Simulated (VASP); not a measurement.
# Cu (Fm-3m) in VASP: a series of runs, part 2 of 2

VASP 6.6.1.

### Step 3. Single point, PBE+D4

This run uses another cell than the first one, of 11.08 Å³/atom, 1.020 times its volume.

The input, INCAR:

```
SYSTEM = Cu
PREC     = Accurate       ! precision mode
ENCUT    = 520            ! plane-wave cutoff, eV
EDIFF    = 1E-6           ! SCF threshold, eV
ISMEAR   = 1              ! smearing method
SIGMA    = 0.05           ! smearing width, eV
LREAL    = .False.        ! projectors in reciprocal space
LASPH    = .True.         ! aspherical terms in the spheres
NELM     = 80             ! most SCF steps
ALGO     = Fast           ! electronic algorithm
ISIF     = 2              ! what is computed and relaxed
LWAVE    = .False.        ! write WAVECAR
LCHARG   = .False.        ! write CHGCAR
GGA      = PE             ! functional
IVDW     = 13             ! dispersion correction
NBANDS   = 12             ! bands
```

The input, KPOINTS:

```
Automatic mesh
0
Gamma
  13 13 13
  0 0 0
```

The input, POSCAR:

```
Cu
1.0
    0.0000000000      1.7695967242      1.7695967242
    1.7695967242      0.0000000000      1.7695967242
    1.7695967242      1.7695967242      0.0000000000
Cu
1
Direct
    0.0000000000      0.0000000000      0.0000000000
```

Potentials or basis: VASP PAW PBE potentials, release 64 (Cu).

Run with:

```
$ cat potpaw_PBE.64/Cu/POTCAR > POTCAR
$ mpirun -np 1 vasp_std > vasp.out
```

OUTCAR:

```text
SYSTEM = Cu
   PREC = Accurate
   ENCUT = 520
   EDIFF = 1E-6
   ISMEAR = 1
   LREAL = .False.
   LASPH = .True.
   NELM = 80
   ISIF = 2
   GGA = PE
   IVDW = 13

 ion  position               nearest neighbor table
   1  0.000  0.000  0.000-

  LATTYP: Found a face centered cubic cell.
 ALAT       =     3.5391934484

  Lattice vectors:

 A1 = (   0.0000000000,   1.7695967242,   1.7695967242)
 A2 = (   1.7695967242,   0.0000000000,   1.7695967242)
 A3 = (   1.7695967242,   1.7695967242,   0.0000000000)

Analysis of symmetry for initial positions (statically):
=====================================================================
 Subroutine PRICEL returns:
 Original cell was already a primitive cell.

 Routine SETGRP: Setting up the symmetry group for a
 face centered cubic supercell.

 Subroutine GETGRP returns: Found 48 space group operations
[... 9 lines left out ...]

 Routine SETGRP: Setting up the symmetry group for a
 face centered cubic supercell.

 Subroutine GETGRP returns: Found 48 space group operations
[... 11 lines left out ...]
                                     Primitive cell

  volume of cell :      11.0829

  direct lattice vectors                    reciprocal lattice vectors
     0.000000000  1.769596724  1.769596724    -0.282550252  0.282550252  0.282550252
[... 146 lines left out ...]
      5       6.0736      2.00000
      6       6.0736      2.00000
      7      31.5017      0.00000
      8      34.6471      0.00000
      9      34.6471      0.00000
     10      34.6471      0.00000
     11      37.2078      0.00000
     12      37.2078      0.00000
[... 331 lines left out ...]
 k-point    24 :       0.4615    0.1538    0.0000
  band No.  band energies     occupation
      1       3.2307      2.00000
      2       4.7597      2.00000
      3       5.1700      2.00000
      4       5.4674      2.00000
      5       6.7178      2.00000
      6       8.0580      2.00000
      7      14.8232      0.00000
      8      25.9047      0.00000
      9      27.3776      0.00000
     10      29.6127      0.00000
     11      39.6880      0.00000
     12      39.6942      0.00000

 [... further k-points ...]

------------------------ aborting loop because EDIFF is reached ----------------------------------------

  DFT-D4 for vdW energy calculation

  Edisp (eV):   -0.59441

  FORCE on cell =-STRESS in cart. coord.  units (eV):
  Direction    XX          YY          ZZ          XY          YZ          ZX
  --------------------------------------------------------------------------------------
  -------------------------------------------------------------------------------------
  Total       0.40309     0.40309     0.40309     0.00000    -0.00000     0.00000
  in kB      58.27206    58.27206    58.27206     0.00000    -0.00000     0.00000
  external pressure =       58.27 kB  Pullay stress =        0.00 kB

 VOLUME and BASIS-vectors are now :
 -----------------------------------------------------------------------------
  energy-cutoff  :      520.00
  volume of cell :       11.08
      direct lattice vectors                 reciprocal lattice vectors
     0.000000000  1.769596724  1.769596724    -0.282550252  0.282550252  0.282550252
     1.769596724  0.000000000  1.769596724     0.282550252 -0.282550252  0.282550252
     1.769596724  1.769596724  0.000000000     0.282550252  0.282550252 -0.282550252

 POSITION                                       TOTAL-FORCE (eV/Angst)
 -----------------------------------------------------------------------------------
      0.00000      0.00000      0.00000         0.000000      0.000000      0.000000
 -----------------------------------------------------------------------------------
    total drift:                                0.000000      0.000000      0.000000

  FREE ENERGIE OF THE ION-ELECTRON SYSTEM (eV)
  ---------------------------------------------------
  free  energy   TOTEN  =        -4.2870639942 eV

  energy  without entropy=       -4.2869394161  energy(sigma->0) =       -4.28702247
```

OSZICAR:

```text
N       E                     dE             d eps       ncg     rms          rms(c)
DAV:   1     0.425090243689E+02    0.42509E+02   -0.54679E+03  2264   0.157E+03
DAV:   2    -0.334273727018E+01   -0.45852E+02   -0.42342E+02  2084   0.210E+02
DAV:   3    -0.461470845076E+01   -0.12720E+01   -0.12670E+01  2352   0.392E+01
DAV:   4    -0.462227310375E+01   -0.75647E-02   -0.75634E-02  2316   0.271E+00
DAV:   5    -0.462234593425E+01   -0.72831E-04   -0.72830E-04  2360   0.267E-01    0.778E+00
RMM:   6    -0.399495218525E+01    0.62739E+00   -0.29042E+00  2524   0.316E+01    0.398E+00
RMM:   7    -0.370946137246E+01    0.28549E+00   -0.39150E-01  2521   0.111E+01    0.105E+00
RMM:   8    -0.369382318744E+01    0.15638E-01   -0.13164E-02  2600   0.117E+00    0.277E-01
RMM:   9    -0.369257192420E+01    0.12513E-02   -0.30261E-03  2628   0.103E+00    0.269E-02
RMM:  10    -0.369264621522E+01   -0.74291E-04   -0.53219E-04  2697   0.265E-01    0.114E-02
RMM:  11    -0.369264865336E+01   -0.24381E-05   -0.62265E-05  2762   0.108E-01    0.846E-03
RMM:  12    -0.369265092900E+01   -0.22756E-05   -0.16421E-05  2647   0.424E-02    0.363E-03
RMM:  13    -0.369265115648E+01   -0.22748E-06   -0.19989E-06  1907   0.145E-02
   1 F= -.42870640E+01 E0= -.42870225E+01  d E =-.124578E-03
```

Wall time 6.2 s (1 thread of Intel Xeon 6975P-C (Granite Rapids), shared host); peak memory 0.13 GiB.

Results:

| Quantity | Value |
| --- | --- |
| Free energy | -4.2871 eV |
| Pressure | 5.8 GPa |
| Dispersion energy per atom | -0.594 eV |

Caveat: pairwise dispersion overbinds metals, which lowers pressure and volume.
